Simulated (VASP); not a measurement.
Write the native input for VASP 6.6.1 that does the following.

```yaml
Task: relaxation of cell and atoms
Functional: LDA
Potentials_or_basis: VASP PAW LDA potentials, release 64 (Mg, Sn_d)
Cutoff: 600 eV
k_mesh: 12 × 12 × 12
Occupations: fermi-dirac, width 0.1 eV
Spin: no spin polarisation
Dipole_correction: no
Further_INCAR_settings: ALGO = Normal; EDIFF = 1e-07; IBRION = 2; EDIFFG = -0.002; NSW = 100; ISIF = 3
```

The structure of Mg2Sn lies in POSCAR:

```
Mg2Sn
1.0
    0.0000000000      3.3695000000      3.3695000000
    3.3695000000      0.0000000000      3.3695000000
    3.3695000000      3.3695000000      0.0000000000
Mg Sn
2 1
Direct
    0.2500000000      0.2500000000      0.2500000000
    0.7500000000      0.7500000000      0.7500000000
    0.0000000000      0.0000000000      0.0000000000
```

The input as run:

INCAR

```
ALGO     = Normal         # electronic algorithm
EDIFF    = 1E-7           # SCF threshold, eV
EDIFFG   = -0.002         # ionic threshold
ENCUT    = 600            # plane-wave cutoff, eV
GGA      = CA             # functional
GGA_COMPAT= F            
IBRION   = 2              # ionic algorithm
ISIF     = 3              # what is computed and relaxed
ISMEAR   = -1             # smearing method
LASPH    = T              # aspherical terms in the spheres
LCHARG   = F              # write CHGCAR
LREAL    = F              # projectors in reciprocal space
LWAVE    = F              # write WAVECAR
NELM     = 120            # most SCF steps
NELMIN   = 4            
NSW      = 100            # ionic steps
PREC     = Accurate       # precision mode
SIGMA    = 0.1            # smearing width, eV
```

KPOINTS

```
k-points
0
Gamma
  12 12 12
```

Potentials or basis: VASP PAW LDA potentials, release 64 (Mg, Sn_d).

Run with:

```bash
$ cat potpaw_LDA.64/Mg/POTCAR potpaw_LDA.64/Sn_d/POTCAR > POTCAR
$ mpirun -np 1 vasp_std > vasp.out
```

It gave:

- Relaxed volume: 24.52 Å³/atom
- Relaxed cell: a = 4.703 Å, b = 4.703 Å, c = 4.703 Å, α = 60.00°, β = 60.00°, γ = 60.00°
- Space group after relaxing (to 0.1 Å): Fm-3m (No. 225)
- Energy gained by relaxing: 5.4 meV/atom
- Ionic steps: 3
- Pressure after relaxing: 0.0 GPa
- Band gap on the k mesh: zero (bands 9 and 10 overlap by 0.10 eV)

Caveat: spin-orbit coupling is left out, which moves the levels of the heavy elements.

It took 2.1 min on 1 thread of Intel(R) Xeon(R) 6975P-C (Granite Rapids), with other jobs on the host, peak memory 0.27 GiB.
